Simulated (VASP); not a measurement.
# MgH2 (P6/mmm) in VASP: notebook

The runs below take MgH2 through single point, with LDA.

Program: VASP 6.6.1. These are calculated values, not measurements. Logs are shortened: lines on timing, memory, paths and dates and some standing lists are left out, and cuts for length are marked.

## (1) The cell of the first run

Symmetry: P6/mmm, No. 191, hexagonal system. Conventional cell: a = 2.846 Å, b = 2.846 Å, c = 2.728 Å, α = 90.00°, β = 90.00°, γ = 120.00°. Within 2.8 Å of Mg (site symmetry 6/mmm) lie 12 H at 2.14 Å and 2 Mg at 2.73 Å. H (site symmetry -6m2) has 3 H at 1.64 Å and 6 Mg at 2.14 Å within 2.2 Å.

## (2) Single point, LDA

File INCAR:

```
ALGO = Normal
EDIFF = 1E-7
ENCUT = 520
GGA = CA
ISIF = 2
ISMEAR = -1
LASPH = T
LCHARG = T
LELF = T
LREAL = F
LVHAR = T
LWAVE = F
NBANDS = 9
NELM = 80
PREC = Accurate
SIGMA = 0.01
```

File KPOINTS:

```
k-points
0
Gamma
  9 9 7
```

File POSCAR:

```
MgH2
1.0
    2.8455687262      0.0000000000      0.0000000000
   -1.4227843631      2.4643348051      0.0000000000
    0.0000000000      0.0000000000      2.7280889169
Mg H
1 2
Direct
    0.0000000000      0.0000000000      0.0000000000
    0.3333333333      0.6666666667      0.5000000000
    0.6666666667      0.3333333333      0.5000000000
```

Potentials or basis: VASP PAW LDA potentials, release 64 (Mg, H).

Started as:

```console
> cat potpaw_LDA.64/Mg/POTCAR potpaw_LDA.64/H/POTCAR > POTCAR
> mpirun -np 1 vasp_std > vasp.out
```

OUTCAR:

```text
EDIFF = 1E-7
   ENCUT = 520
   GGA = CA
   ISIF = 2
   ISMEAR = -1
   LASPH = T
   LREAL = F
   NELM = 80
   PREC = Accurate

 ion  position               nearest neighbor table
   1  0.000  0.000  0.000-   2 2.14   3 2.14   2 2.14   3 2.14   2 2.14   2 2.14   3 2.14   3 2.14
                             3 2.14   3 2.14   2 2.14   2 2.14
   2  0.333  0.667  0.500-   1 2.14   1 2.14   1 2.14   1 2.14   1 2.14   1 2.14
   3  0.667  0.333  0.500-   1 2.14   1 2.14   1 2.14   1 2.14   1 2.14   1 2.14

  LATTYP: Found a hexagonal cell.
 ALAT       =     2.8455687262
 C/A-ratio  =     0.9587148227

  Lattice vectors:

 A1 = (   2.8455687262,   0.0000000000,   0.0000000000)
 A2 = (  -1.4227843631,   2.4643348051,   0.0000000000)
 A3 = (   0.0000000000,   0.0000000000,   2.7280889169)

Analysis of symmetry for initial positions (statically):
=====================================================================
 Subroutine PRICEL returns:
 Original cell was already a primitive cell.

 Routine SETGRP: Setting up the symmetry group for a
 hexagonal supercell.

 Subroutine GETGRP returns: Found 24 space group operations
 (whereof 24 operations were pure point group operations)
 out of a pool of 24 trial point group operations.

The static configuration has the point symmetry D_6h.

Analysis of symmetry for dynamics (positions and initial velocities):
=====================================================================
 Subroutine PRICEL returns:
 Original cell was already a primitive cell.

 Routine SETGRP: Setting up the symmetry group for a
 hexagonal supercell.

 Subroutine GETGRP returns: Found 24 space group operations
 (whereof 24 operations were pure point group operations)
 out of a pool of 24 trial point group operations.

The dynamic configuration has the point symmetry D_6h.

 Subroutine INISYM returns: Found 24 space group operations
 (whereof 24 operations are pure point group operations),
 and found     1 'primitive' translations

----------------------------------------------------------------------------------------

                                     Primitive cell

  volume of cell :      19.1305

  direct lattice vectors                    reciprocal lattice vectors
     2.845568726  0.000000000  0.000000000     0.351423598  0.202894509  0.000000000
    -1.422784363  2.464334805  0.000000000     0.000000000  0.405789018  0.000000000
     0.000000000  0.000000000  2.728088917     0.000000000  0.000000000  0.366556967

  length of vectors
     2.845568726  2.845568726  2.728088917     0.405789018  0.405789018  0.366556967

  position of ions in fractional coordinates (direct lattice)
     0.000000000  0.000000000  0.000000000
     0.333333333  0.666666667  0.500000000
     0.666666667  0.333333333  0.500000000

  ion indices of the primitive-cell ions
   primitive index   ion index
                 1           1
                 2           2
                 3           3

----------------------------------------------------------------------------------------

 KPOINTS: k-points

Automatic generation of k-mesh.
 Grid dimensions read from file:
 generate k-points for:    9    9    7

 Generating k-lattice:

  Cartesian coordinates                     Fractional coordinates (reciprocal lattice)
     0.039047066  0.022543834  0.000000000     0.111111111 -0.000000000  0.000000000
     0.000000000  0.045087669  0.000000000     0.000000000  0.111111111  0.000000000
     0.000000000  0.000000000  0.052365281     0.000000000  0.000000000  0.142857143

  Length of vectors
     0.045087669  0.045087669  0.052365281

  Shift w.r.t. Gamma in fractional coordinates (k-lattice)
     0.000000000  0.000000000  0.000000000

 Subroutine IBZKPT returns following result:
 ===========================================

 Found     48 irreducible k-points:

 Following reciprocal coordinates:
            Coordinates               Weight
  0.000000  0.000000  0.000000      1.000000
  0.111111  0.000000  0.000000      6.000000
  0.222222  0.000000  0.000000      6.000000
  0.333333  0.000000  0.000000      6.000000
  0.444444  0.000000  0.000000      6.000000
  0.111111  0.111111  0.000000      6.000000
[... 16 lines left out ...]
  0.333333  0.222222  0.142857     24.000000
  0.333333  0.333333  0.142857      4.000000
 [... further k-points ...]
   k-points           NKPTS =     48   k-points in BZ     NKDIM =     48   number of bands    NBANDS=      9
   number of dos      NEDOS =    301   number of ions     NIONS =      3
   total plane-waves  NPLWV =  11520
   dimension x,y,z NGX =    24 NGY =   24 NGZ =   20
   dimension x,y,z NGXF=    48 NGYF=   48 NGZF=   40
   ions per type =               1   2
   NGX,Y,Z   is equivalent  to a cutoff of  14.02, 14.02, 12.19 a.u.
   NGXF,Y,Z  is equivalent  to a cutoff of  28.04, 28.04, 24.38 a.u.
 SYSTEM =  unknown system
   PREC   = accura    normal or accurate (medium, high low for compatibility)
   ISTART =      0    job   : 0-new  1-cont  2-samecut
   ICHARG =      2    charge: 1-file 2-atom 10-const
   ISPIN  =      1    spin polarized calculation?
   LNONCOLLINEAR =      F non collinear calculations
   LSORBIT =      F    spin-orbit coupling
   LASPH  =      T    aspherical Exc in radial PAW
   ENCUT  =  520.0 eV  38.22 Ry    6.18 a.u.   5.29  5.29  5.07*2*pi/ulx,y,z
   NELM   =     80;   NELMIN=  2; NELMDL= -5     # of ELM steps
   EDIFF  = 0.1E-06   stopping-criterion for ELM
   LREAL  =      F    real-space projection
   EDIFFG = 0.1E-05   stopping-criterion for IOM
   NSW    =      0    number of steps for IOM
   IBRION =     -1    ionic relax: 0-MD 1-quasi-New 2-CG
   NFREE  =      0    steps in history (QN), initial steepest desc. (CG)
   ISIF   =      2    stress and relaxation
   ISYM   =      2    0-nonsym 1-usesym 2-fastsym
   POTIM  = 0.5000    time-step for ionic-motion
   TEBEG  =    0.0;   TEEND  =   0.0 temperature during run
   PSTRESS=    0.0 pullay stress
   NELECT =       4.0000    total number of electrons
   NUPDOWN=      -1.0000    fix difference up-down
   EMIN   =  10.00;   EMAX   =-10.00  energy-range for DOS
   EFERMI =   0.00;   METHOD = LEGACY
   ISMEAR =    -1;   SIGMA  =   0.01  broadening in eV -4-tet -1-fermi 0-gaus
   EFERMI_NEDOS =   21; number of points for ismear=-14 and -15
   IALGO  =     38    algorithm
   IMIX   =      4    mixing-type and parameters
     AMIX     =   0.40;   BMIX     =  1.00
     AMIX_MAG =   1.60;   BMIX_MAG =  1.00
  volume/ion in A,a.u.               =       6.38        43.03
  Fermi-wavevector in a.u.,A,eV,Ry     =   0.971671  1.836191 12.845855  0.944144
  Thomas-Fermi vector in A             =   2.101907
   LORBIT       =      0    0 simple, 1 ext, 2 COOP (PROOUT), +10 PAW based schemes
   GGA     = CA    functional components
   LHFCALC =     F    Hartree Fock is set to
   AEXX    =    0.0000 exact exchange contribution
   IVDW    =     0    specifies the selected vdW correction
   LEPSILON=     F    determine dielectric tensor
   LRPA    =     F    only Hartree local field effects (RPA)
 non-spin polarized calculation
  energy-cutoff  :      520.00
  volume of cell :       19.13
 maximum number of plane-waves:       526
 NGX is ok and might be reduce to    24
   NGX = 11   NGY = 11   NGZ = 11

 number of electron       3.9999999 magnetization

 Free energy of the ion-electron system (eV)
  ---------------------------------------------------
  ext. energy  EPLUGINS =         0.00000000
  ---------------------------------------------------
  free energy    TOTEN  =        -7.64758561 eV

  energy without entropy =       -7.64734621  energy(sigma->0) =       -7.64746591

 E-fermi :   5.5836     XC(G=0): -10.7552

 val. band max:        5.2845173088   @ k =   0.2222   0.1111   0.2857
 cond. band min:       5.5946503649   @ k =   0.3333   0.2222   0.0000
 fundamental gap:      0.3101330561
 Fermi energy:         5.5836416372

 k-point     1 :       0.0000    0.0000    0.0000
  band No.  band energies     occupation
      1      -7.5301      2.00000
      2      10.3193      0.00000
      3      11.8383      0.00000
      4      13.9998      0.00000
      5      16.3721      0.00000
      6      16.3721      0.00000
      7      18.1741      0.00000
      8      18.9522      0.00000
      9      18.9522      0.00000

 k-point     2 :       0.1111    0.0000    0.0000
  band No.  band energies     occupation
      1      -7.2395      2.00000
      2       8.7816      0.00000
      3      12.1030      0.00000
      4      14.2316      0.00000
      5      14.8795      0.00000
      6      15.2818      0.00000
      7      18.1661      0.00000
      8      20.5680      0.00000
      9      22.5731      0.00000

 k-point     3 :       0.2222    0.0000    0.0000
  band No.  band energies     occupation
      1      -6.3785      2.00000
      2       5.8219      0.00000
      3      12.2861      0.00000
      4      13.2532      0.00000
      5      13.9160      0.00000
      6      14.9257      0.00000
      7      20.1776      0.00000
      8      23.4971      0.00000
      9      26.0659      0.00000

 k-point     4 :       0.3333    0.0000    0.0000
  band No.  band energies     occupation
      1      -4.9913      2.00000
      2       2.7489      2.00000
      3      10.9885      0.00000
      4      12.9585      0.00000
      5      14.4026      0.00000
      6      16.0609      0.00000
      7      20.3113      0.00000
      8      23.4898      0.00000
      9      26.9844      0.00000
[... 205 lines left out ...]
 k-point    22 :       0.2222    0.2222    0.1429
  band No.  band energies     occupation
      1      -3.8624      2.00000
      2       2.5385      2.00000
      3       7.2177      0.00000
      4      11.1290      0.00000
      5      16.8897      0.00000
      6      19.5840      0.00000
      7      20.1793      0.00000
      8      21.4272      0.00000
      9      23.1369      0.00000

 k-point    23 :       0.3333    0.2222    0.1429
  band No.  band energies     occupation
      1      -2.2019      2.00000
      2       0.5542      2.00000
      3       5.9448      0.00000
      4      12.6610      0.00000
      5      15.2664      0.00000
      6      18.8951      0.00000
      7      21.2088      0.00000
      8      22.6456      0.00000
      9      24.2690      0.00000

 k-point    24 :       0.3333    0.3333    0.1429
  band No.  band energies     occupation
      1      -0.6860      2.00000
      2      -0.6860      2.00000
      3       4.8697      2.00000
      4      14.0746      0.00000
      5      14.0746      0.00000
      6      19.1855      0.00000
      7      22.7274      0.00000
      8      22.7274      0.00000
      9      25.6927      0.00000

 [... further k-points ...]

------------------------ aborting loop because EDIFF is reached ----------------------------------------

  FORCE on cell =-STRESS in cart. coord.  units (eV):
  Direction    XX          YY          ZZ          XY          YZ          ZX
  --------------------------------------------------------------------------------------
  -------------------------------------------------------------------------------------
  Total        2.2974844      2.2974844      2.2905436      0.0000000      0.0000000      0.0000000
  in kB      192.4136318    192.4136318    191.8323456      0.0000000      0.0000000      0.0000000
  external PRESSURE =     192.2198697 kB  Pullay stress =       0.0000000 kB

 VOLUME and BASIS-vectors are now :
 -----------------------------------------------------------------------------
  energy-cutoff  :      520.00
  volume of cell :       19.13
      direct lattice vectors                 reciprocal lattice vectors
     2.845568726  0.000000000  0.000000000     0.351423598  0.202894509  0.000000000
    -1.422784363  2.464334805  0.000000000     0.000000000  0.405789018  0.000000000
     0.000000000  0.000000000  2.728088917     0.000000000  0.000000000  0.366556967

 POSITION                                       TOTAL-FORCE (eV/Angst)
 -----------------------------------------------------------------------------------
      0.00000      0.00000      0.00000         0.000000      0.000000      0.000000
     -0.00000      1.64289      1.36404        -0.000000      0.000000      0.000000
      1.42278      0.82144      1.36404         0.000000      0.000000      0.000000
 -----------------------------------------------------------------------------------
    total drift:                                0.000000     -0.000000      0.000000

  FREE ENERGIE OF THE ION-ELECTRON SYSTEM (eV)
  ---------------------------------------------------
  free  energy   TOTEN  =        -7.6475856131 eV

  energy  without entropy=       -7.6473462130  energy(sigma->0) =       -7.64746591
```

It took 4.3 s on 1 thread of Intel Xeon Platinum 8488C (Sapphire Rapids), shared host; peak memory 0.12 GiB.

Results:

```
Free energy            : -7.6476 eV
Pressure               : 19.2 GPa
Band gap on the k mesh : zero (band 2 reaches 10.32 eV, above the bottom of band 3 at 4.50 eV)
```

## (3) Single point, LDA

This run uses another cell than the first one, of 5.96 Å³/atom, 0.935 times its volume.

File INCAR:

```
ALGO = Normal
EDIFF = 1E-6
ENCUT = 520
ISIF = 2
ISMEAR = -1
LASPH = True
LCHARG = False
LREAL = False
LWAVE = False
NBANDS = 9
NELM = 60
PREC = Accurate
SIGMA = 0.01
```

KPOINTS is that of step 2.

File POSCAR:

```
MgH2
1.0
    2.7837893725      0.0000000000      0.0000000000
   -1.3918946863      2.4108323154      0.0000000000
    0.0000000000      0.0000000000      2.6661425429
Mg H
1 2
Direct
    0.0000000000      0.0000000000      0.0000000000
    0.3333333333      0.6666666667      0.5000000000
    0.6666666667      0.3333333333      0.5000000000
```

Potentials or basis: VASP PAW LDA potentials, release 64 (Mg, H).

Started as:

```console
> cat potpaw_LDA.64/Mg/POTCAR potpaw_LDA.64/H/POTCAR > POTCAR
> mpirun -np 1 vasp_std > vasp.out
```

It took 3.6 s on 1 thread of Intel Xeon Platinum 8488C (Sapphire Rapids), shared host; peak memory 0.12 GiB.

Results (log left out):

```yaml
Free_energy: -7.4608 eV
Pressure: 29.2 GPa
Band_gap_on_the_k_mesh: zero (band 2 reaches 11.16 eV, above the bottom of band 3 at 5.09 eV)
```

Levels at points of the mesh, in eV from the Fermi level:
| k point | band 1 | band 2 | band 3 | band 4 | band 5 | band 6 |
| --- | --- | --- | --- | --- | --- | --- |
| (0.00, 0.00, 0.00) | -13.77 | 4.96 | 6.45 | 8.76 | 11.00 | 11.00 |
